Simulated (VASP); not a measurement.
Wanted: the native input for a VASP 6.6.1 run.

| Item | Value |
| --- | --- |
| Task | single point |
| Functional | revPBE |
| Dispersion | D3(BJ) |
| Potentials or basis | VASP PAW PBE potentials, release 64 (Ti_sv, O) |
| Cutoff | 520 eV |
| k mesh | 5 × 5 × 7 |
| Occupations | gaussian, width 0.01 eV |
| Spin | no spin polarisation |
| Dipole correction | no |
| Further INCAR settings | ALGO = Normal; EDIFF = 1e-06; NBANDS = 33 |

The structure of TiO2 lies in POSCAR:

```
TiO2
1.0
    4.6029397177      0.0000000000      0.0000000000
    0.0000000000      4.6029397177      0.0000000000
    0.0000000000      0.0000000000      2.9564759778
Ti O
2 4
Direct
    0.0000000000      0.0000000000      0.0000000000
    0.5000000000      0.5000000000      0.5000000000
    0.3040832908      0.3040832908      0.0000000000
    0.1959167092      0.8040832908      0.5000000000
    0.6959167092      0.6959167092      0.0000000000
    0.8040832908      0.1959167092      0.5000000000
```

These files were run (other wordings do the same):

INCAR

```
PREC     = Accurate       # precision mode
ENCUT    = 520            # plane-wave cutoff, eV
EDIFF    = 1E-6           # SCF threshold, eV
ISMEAR   = 0              # smearing method
SIGMA    = 0.01           # smearing width, eV
LREAL    = F              # projectors in reciprocal space
LASPH    = T              # aspherical terms in the spheres
NELM     = 100            # most SCF steps
ALGO     = Normal         # electronic algorithm
ISIF     = 2              # what is computed and relaxed
LWAVE    = F              # write WAVECAR
LCHARG   = T              # write CHGCAR
GGA      = RE             # functional
IVDW     = 12             # dispersion correction
LELF     = T              # ELF
LVHAR    = T            
NBANDS   = 33             # bands
```

KPOINTS

```
Automatic mesh
0
Gamma
  5 5 7
```

Potentials or basis: VASP PAW PBE potentials, release 64 (Ti_sv, O).

The run is started by

```console
$ cat potpaw_PBE.64/Ti_sv/POTCAR potpaw_PBE.64/O/POTCAR > POTCAR
$ mpirun -np 1 vasp_std > vasp.out
```

It gave:

The pressure is 0.7 GPa and the largest force is 0.023 eV/Å. The band gap on the k mesh is 1.86 eV and the dispersion energy per atom is -0.482 eV.

Caveat: the PAW data sets were made with another functional, which shifts forces and pressure a little.

Run time: 82 s on 1 thread of Intel Xeon 8259CL, with other jobs on the host, peak memory 0.2 GiB.
